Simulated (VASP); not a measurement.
A run of VASP 6.6.1:

The input INCAR:

```
SYSTEM = Ca
PREC = Accurate ; ENCUT = 600
EDIFF = 1E-7 ; ISMEAR = 0
SIGMA = 0.1 ; LREAL = .False.
LASPH = .True. ; NELM = 60
ALGO = Fast ; ISIF = 3
LWAVE = .False. ; LCHARG = .False.
GGA = PS ; IBRION = 2
NSW = 100 ; EDIFFG = -0.005
```

Contents of KPOINTS:

```
regular mesh
0
Gamma
  12 12 8
  0 0 0
```

The input POSCAR:

```
Ca
1.0
    3.9515960000      0.0000000000      0.0000000000
   -1.9757980000      3.4221820000      0.0000000000
    0.0000000000      0.0000000000      6.4529280000
Ca
2
Direct
    0.0000000000      0.0000000000      0.0000000000
    0.3333333300      0.6666666700      0.5000000000
```

Potentials or basis: VASP PAW PBE potentials, release 64 (Ca_sv).

Run with:

```bash
$ cat potpaw_PBE.64/Ca_sv/POTCAR > POTCAR
$ mpirun -np 1 vasp_std > vasp.out
```

Hardware: 1 thread of Oxide Virtual Turin-like Processor, with other jobs on the host.

Problem. How long does it take, and how much memory?

Solution. Wall time 7.3 min on 1 thread of Oxide Virtual Turin-like Processor, with other jobs on the host, peak memory 0.29 GiB. Counts: scf iterations 82, k points 95, ion steps 6.
